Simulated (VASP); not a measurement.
The system is Hf.

```
Hf
1.0
     3.19670    0.00000    0.00000
    -1.59835    2.76842    0.00000
     0.00000    0.00000    5.05780
Hf
2
Direct
  0.33333 0.66667 0.25000
  0.66667 0.33333 0.75000
```

| Quantity | Value |
| --- | --- |
| Program | VASP 6.6.1 |
| Task | relaxation of volume and atoms at fixed shape |
| Functional | PBEsol |
| Potentials or basis | VASP PAW PBE potentials, release 64 (Hf_pv) |
| Cutoff | 600 eV |
| k mesh | 16 × 16 × 9 |
| Occupations | fermi-dirac, width 0.1 eV |
| Spin | no spin polarisation |

At the start: pressure -4.1 GPa; volume 22.38 Å³/atom.

Where does the relaxation end?

Over 3 steps the energy falls by 11.0 meV/atom and the volume is 21.55 Å³/atom (-3.7 %); space group P6_3/mmc (No. 194, to 0.1 Å) before and after.

Step by step:
```csv
step,energy change (eV),largest force (eV/Å),pressure (GPa),volume (Å³)
1,0.0000,0.0000,-4.07,44.76
2,0.0104,0.0000,5.62,41.17
3,-0.0220,0.0000,-0.04,43.10
```

Final structure:
```
CELL_PARAMETERS angstrom
3.15663 0.00000 0.00000
-1.57831 2.73372 0.00000
0.00000 0.00000 4.99440
ATOMIC_POSITIONS crystal
Hf 0.33333 0.66667 0.25000
Hf 0.66667 0.33333 0.75000
```

Caveat: the PAW data sets were made with another functional, which shifts forces and pressure a little.
